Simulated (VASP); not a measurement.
# WS2 (P1) in VASP: single point with PBE

Aim: the single point of WS2 with PBE.

Program: VASP 6.6.1. These are calculated values, not measurements. Logs are shortened: lines on timing, memory, paths and dates and some standing lists are left out, and cuts for length are marked.

## 1. The cell of the first run

The typed cell holds 6 atoms: a = 3.180 Å, b = 3.180 Å, c = 12.500 Å, α = 90.00°, β = 90.00°, γ = 120.00°.

## 2. Single point, PBE

File INCAR:

```
SYSTEM = WS2
  ALGO = Normal
  EDIFF = 1E-6
  ENCUT = 520
  GGA = PE
  ISIF = 2
  ISMEAR = 0
  LASPH = .True.
  LCHARG = .False.
  LREAL = .False.
  LWAVE = .False.
  NBANDS = 35
  NELM = 100
  PREC = Accurate
  SIGMA = 0.05
```

File KPOINTS:

```
k-points
0
Gamma
  9 9 2
  0 0 0
```

File POSCAR:

```
WS2
1.0
    3.1800000000      0.0000000000      0.0000000000
   -1.5900000000      2.7539607840      0.0000000000
    0.0000000000      0.0000000000     12.5000000000
W S
2 4
Direct
    0.3333333333      0.6666666667      0.2500000000
    0.6666666667      0.3333333333      0.7500000000
    0.3333333333      0.6666666667      0.6250000000
    0.6666666667      0.3333333333      0.1250000000
    0.3130367723      0.6861183236      0.8667963514
    0.6666666667      0.3333333333      0.3750000000
```

Potentials or basis: VASP PAW PBE potentials, release 64 (W_sv, S).

On the command line:

```sh
cat potpaw_PBE.64/W_sv/POTCAR potpaw_PBE.64/S/POTCAR > POTCAR
mpirun -np 1 vasp_std > vasp.out
```

OUTCAR:

```text
SYSTEM = WS2
   EDIFF = 1E-6
   ENCUT = 520
   GGA = PE
   ISIF = 2
   ISMEAR = 0
   LASPH = .True.
   LREAL = .False.
   NELM = 100
   PREC = Accurate

 ion  position               nearest neighbor table
   1  0.333  0.667  0.250-   4 2.41   6 2.41   4 2.41   6 2.41   4 2.41   6 2.41
   2  0.667  0.333  0.750-   5 2.30   5 2.31   3 2.41   3 2.41   3 2.41   5 2.43
   3  0.333  0.667  0.625-   2 2.41   2 2.41   2 2.41
   4  0.667  0.333  0.125-   1 2.41   1 2.41   1 2.41
   5  0.313  0.686  0.867-   2 2.30   2 2.31   2 2.43
   6  0.667  0.333  0.375-   1 2.41   1 2.41   1 2.41

  LATTYP: Found a hexagonal cell.
 ALAT       =     3.1800000000
 C/A-ratio  =     3.9308176101

  Lattice vectors:

 A1 = (   3.1800000000,   0.0000000000,   0.0000000000)
 A2 = (  -1.5900000000,   2.7539607840,   0.0000000000)
 A3 = (   0.0000000000,   0.0000000000,  12.5000000000)

Analysis of symmetry for initial positions (statically):
=====================================================================
 Subroutine PRICEL returns:
 Original cell was already a primitive cell.

 Routine SETGRP: Setting up the symmetry group for a
 hexagonal supercell.

 Subroutine GETGRP returns: Found  1 space group operations
 (whereof  1 operations were pure point group operations)
 out of a pool of 24 trial point group operations.

The static configuration has the point symmetry C_1 .

Analysis of symmetry for dynamics (positions and initial velocities):
=====================================================================
 Subroutine PRICEL returns:
 Original cell was already a primitive cell.

 Routine SETGRP: Setting up the symmetry group for a
 hexagonal supercell.

 Subroutine GETGRP returns: Found  1 space group operations
 (whereof  1 operations were pure point group operations)
 out of a pool of 24 trial point group operations.

The dynamic configuration has the point symmetry C_1 .

 Subroutine INISYM returns: Found  1 space group operations
 (whereof  1 operations are pure point group operations),
 and found     1 'primitive' translations

----------------------------------------------------------------------------------------

                                     Primitive cell

  volume of cell :     109.4699

  direct lattice vectors                    reciprocal lattice vectors
     3.180000000  0.000000000  0.000000000     0.314465409  0.181556688  0.000000000
    -1.590000000  2.753960784  0.000000000     0.000000000  0.363113377  0.000000000
     0.000000000  0.000000000 12.500000000     0.000000000  0.000000000  0.080000000

  length of vectors
     3.180000000  3.180000000 12.500000000     0.363113377  0.363113377  0.080000000

  position of ions in fractional coordinates (direct lattice)
     0.333333333  0.666666667  0.250000000
     0.666666667  0.333333333  0.750000000
     0.333333333  0.666666667  0.625000000
     0.666666667  0.333333333  0.125000000
     0.313036772  0.686118324  0.866796351
     0.666666667  0.333333333  0.375000000

  ion indices of the primitive-cell ions
   primitive index   ion index
                 1           1
                 2           2
                 3           3
                 4           4
                 5           5
                 6           6

----------------------------------------------------------------------------------------

 KPOINTS: k-points

Automatic generation of k-mesh.
 Grid dimensions read from file:
 generate k-points for:    9    9    2

 Generating k-lattice:

  Cartesian coordinates                     Fractional coordinates (reciprocal lattice)
     0.034940601  0.020172965  0.000000000     0.111111111  0.000000000  0.000000000
     0.000000000  0.040345931  0.000000000     0.000000000  0.111111111  0.000000000
     0.000000000  0.000000000  0.040000000     0.000000000  0.000000000  0.500000000

  Length of vectors
     0.040345931  0.040345931  0.040000000

  Shift w.r.t. Gamma in fractional coordinates (k-lattice)
     0.000000000  0.000000000  0.000000000

 Subroutine IBZKPT returns following result:
 ===========================================

 Found     82 irreducible k-points:

 Following reciprocal coordinates:
            Coordinates               Weight
  0.000000  0.000000  0.000000      1.000000
  0.111111 -0.000000  0.000000      2.000000
  0.000000  0.111111  0.000000      2.000000
 -0.111111  0.111111  0.000000      2.000000
  0.222222 -0.000000  0.000000      2.000000
  0.000000  0.222222  0.000000      2.000000
[... 16 lines left out ...]
  0.333333  0.111111  0.000000      2.000000
 -0.111111  0.444444  0.000000      2.000000
 [... further k-points ...]
   k-points           NKPTS =     82   k-points in BZ     NKDIM =     82   number of bands    NBANDS=     35
   number of dos      NEDOS =    301   number of ions     NIONS =      6
   total plane-waves  NPLWV =  55296
   dimension x,y,z NGX =    24 NGY =   24 NGZ =   96
   dimension x,y,z NGXF=    48 NGYF=   48 NGZF=  192
   ions per type =               2   4
   NGX,Y,Z   is equivalent  to a cutoff of  12.55, 12.55, 12.77 a.u.
   NGXF,Y,Z  is equivalent  to a cutoff of  25.09, 25.09, 25.54 a.u.
 SYSTEM =  WS2
   PREC   = accura    normal or accurate (medium, high low for compatibility)
   ISTART =      0    job   : 0-new  1-cont  2-samecut
   ICHARG =      2    charge: 1-file 2-atom 10-const
   ISPIN  =      1    spin polarized calculation?
   LNONCOLLINEAR =      F non collinear calculations
   LSORBIT =      F    spin-orbit coupling
   LASPH  =      T    aspherical Exc in radial PAW
   ENCUT  =  520.0 eV  38.22 Ry    6.18 a.u.   5.91  5.91 23.24*2*pi/ulx,y,z
   NELM   =    100;   NELMIN=  2; NELMDL= -5     # of ELM steps
   EDIFF  = 0.1E-05   stopping-criterion for ELM
   LREAL  =      F    real-space projection
   EDIFFG = 0.1E-04   stopping-criterion for IOM
   NSW    =      0    number of steps for IOM
   IBRION =     -1    ionic relax: 0-MD 1-quasi-New 2-CG
   NFREE  =      0    steps in history (QN), initial steepest desc. (CG)
   ISIF   =      2    stress and relaxation
   ISYM   =      2    0-nonsym 1-usesym 2-fastsym
   POTIM  = 0.5000    time-step for ionic-motion
   TEBEG  =    0.0;   TEEND  =   0.0 temperature during run
   PSTRESS=    0.0 pullay stress
   NELECT =      52.0000    total number of electrons
   NUPDOWN=      -1.0000    fix difference up-down
   EMIN   =  10.00;   EMAX   =-10.00  energy-range for DOS
   EFERMI =   0.00;   METHOD = LEGACY
   ISMEAR =     0;   SIGMA  =   0.05  broadening in eV -4-tet -1-fermi 0-gaus
   EFERMI_NEDOS =   21; number of points for ismear=-14 and -15
   IALGO  =     38    algorithm
   IMIX   =      4    mixing-type and parameters
     AMIX     =   0.40;   BMIX     =  1.00
     AMIX_MAG =   1.60;   BMIX_MAG =  1.00
  volume/ion in A,a.u.               =      18.24       123.12
  Fermi-wavevector in a.u.,A,eV,Ry     =   1.277353  2.413847 22.199688  1.631631
  Thomas-Fermi vector in A             =   2.409958
   LORBIT       =      0    0 simple, 1 ext, 2 COOP (PROOUT), +10 PAW based schemes
   GGA     = PE    functional components
   LHFCALC =     F    Hartree Fock is set to
   AEXX    =    0.0000 exact exchange contribution
   IVDW    =     0    specifies the selected vdW correction
   LEPSILON=     F    determine dielectric tensor
   LRPA    =     F    only Hartree local field effects (RPA)
 non-spin polarized calculation
 Gauss-broadening in eV      SIGMA  =   0.05
  energy-cutoff  :      520.00
  volume of cell :      109.47
 maximum number of plane-waves:      2980
   NGX = 11   NGY = 11   NGZ = 47

 number of electron      52.0000005 magnetization

 Free energy of the ion-electron system (eV)
  ---------------------------------------------------
  ext. energy  EPLUGINS =         0.00000000
  ---------------------------------------------------
  free energy    TOTEN  =       -47.08919538 eV

  energy without entropy =      -47.08919538  energy(sigma->0) =      -47.08919538

 E-fermi :   7.4774     XC(G=0): -10.7378

 val. band max:        7.2178540781   @ k =   0.0000   0.0000   0.0000
 cond. band min:       8.0746467338   @ k =   0.3333   0.3333   0.0000
 fundamental gap:      0.8567926557
 Fermi energy:         7.4773608891

 k-point     1 :       0.0000    0.0000    0.0000
  band No.  band energies     occupation
      1     -67.4989      2.00000
      2     -67.4932      2.00000
      3     -31.7625      2.00000
      4     -31.7384      2.00000
      5     -31.6362      2.00000
      6     -31.6155      2.00000
[... 27 lines left out ...]
     34       9.9596      0.00000
     35      11.7564      0.00000

 k-point     2 :       0.1111   -0.0000    0.0000
  band No.  band energies     occupation
      1     -67.4969      2.00000
      2     -67.4911      2.00000
      3     -31.7548      2.00000
      4     -31.7312      2.00000
      5     -31.6751      2.00000
      6     -31.6291      2.00000
[... 27 lines left out ...]
     34       9.9737      0.00000
     35      12.6253      0.00000

 k-point     3 :       0.0000    0.1111    0.0000
  band No.  band energies     occupation
      1     -67.4969      2.00000
      2     -67.4911      2.00000
      3     -31.7548      2.00000
      4     -31.7312      2.00000
      5     -31.6749      2.00000
      6     -31.6291      2.00000
[... 27 lines left out ...]
     34       9.9770      0.00000
     35      12.6267      0.00000
[... 723 lines left out ...]
 k-point    23 :       0.3333    0.1111    0.0000
  band No.  band energies     occupation
      1     -67.4833      2.00000
      2     -67.4771      2.00000
      3     -31.9380      2.00000
      4     -31.8781      2.00000
      5     -31.7131      2.00000
      6     -31.7012      2.00000
[... 27 lines left out ...]
     34      11.8225      0.00000
     35      12.5710      0.00000

 k-point    24 :      -0.1111    0.4444    0.0000
  band No.  band energies     occupation
      1     -67.4833      2.00000
      2     -67.4772      2.00000
      3     -31.9307      2.00000
      4     -31.8781      2.00000
      5     -31.7186      2.00000
      6     -31.7017      2.00000
[... 27 lines left out ...]
     34      11.5556      0.00000
     35      12.5822      0.00000

 [... further k-points ...]

------------------------ aborting loop because EDIFF is reached ----------------------------------------

  FORCE on cell =-STRESS in cart. coord.  units (eV):
  Direction    XX          YY          ZZ          XY          YZ          ZX
  --------------------------------------------------------------------------------------
  -------------------------------------------------------------------------------------
  Total        2.2446704      2.9486707      5.8670633      0.6270995     -0.8789531      1.5819273
  in kB       32.8524895     43.1560783     85.8690132      9.1780869    -12.8641586     23.1527303
  external PRESSURE =      53.9591937 kB  Pullay stress =       0.0000000 kB

 VOLUME and BASIS-vectors are now :
 -----------------------------------------------------------------------------
  energy-cutoff  :      520.00
  volume of cell :      109.47
      direct lattice vectors                 reciprocal lattice vectors
     3.180000000  0.000000000  0.000000000     0.314465409  0.181556688  0.000000000
    -1.590000000  2.753960784  0.000000000     0.000000000  0.363113377  0.000000000
     0.000000000  0.000000000 12.500000000     0.000000000  0.000000000  0.080000000

 POSITION                                       TOTAL-FORCE (eV/Angst)
 -----------------------------------------------------------------------------------
     -0.00000      1.83597      3.12500        -0.002212      0.001233     -0.002085
      1.59000      0.91799      9.37500        -1.192715      0.664997     -1.996137
     -0.00000      1.83597      7.81250         0.045192     -0.026197     -0.361888
      1.59000      0.91799      1.56250        -0.002936      0.001636     -0.156116
     -0.09547      1.88954     10.83495         1.151731     -0.641144      2.385779
      1.59000      0.91799      4.68750         0.000940     -0.000526      0.130447
 -----------------------------------------------------------------------------------
    total drift:                               -0.000002      0.000009     -0.000156

  FREE ENERGIE OF THE ION-ELECTRON SYSTEM (eV)
  ---------------------------------------------------
  free  energy   TOTEN  =       -47.0891953830 eV

  energy  without entropy=      -47.0891953830  energy(sigma->0) =      -47.08919538
```

Run time: 6.2 min. Hardware: 1 thread of Intel Xeon 8259CL, shared host; peak memory 0.39 GiB.

What came out:

```
Free energy            : -47.0892 eV
Pressure               : 5.4 GPa
Largest force          : 2.726 eV/Å
Band gap on the k mesh : 0.86 eV (least direct gap 1.53 eV)
```

Forces on the atoms (eV/Å):
```
W   -0.002  0.001 -0.002
W   -1.193  0.665 -1.996
S    0.045 -0.026 -0.362
S   -0.003  0.002 -0.156
S    1.152 -0.641  2.386
S    0.001 -0.001  0.130
```

Stress tensor (GPa, compression positive):
```
 3.29  0.92  2.32
 0.92  4.32 -1.29
 2.32 -1.29  8.59
```

Levels at points of the mesh, in eV from the valence-band top:
| k point | band 22 | band 23 | band 24 | band 25 | band 26 | band 27 | band 28 | band 29 | band 30 | band 31 |
| --- | --- | --- | --- | --- | --- | --- | --- | --- | --- | --- |
| (0.00, 0.00, 0.00) | -2.35 | -2.33 | -1.69 | -1.04 | 0.00 | 1.80 | 2.06 | 2.18 | 2.18 | 2.33 |
| (0.00, 0.00, 0.50) | -2.35 | -2.35 | -2.33 | -0.42 | -0.21 | 1.80 | 2.06 | 2.18 | 2.19 | 2.35 |

Caveat: the cell stands under pressure; spin-orbit coupling is left out, which moves the levels of the heavy elements; an odd mesh through Γ misses points on the zone boundary, where band edges can lie; forces of over 1 eV/Å act on the atoms, so gaps and moduli don't describe the material at rest.
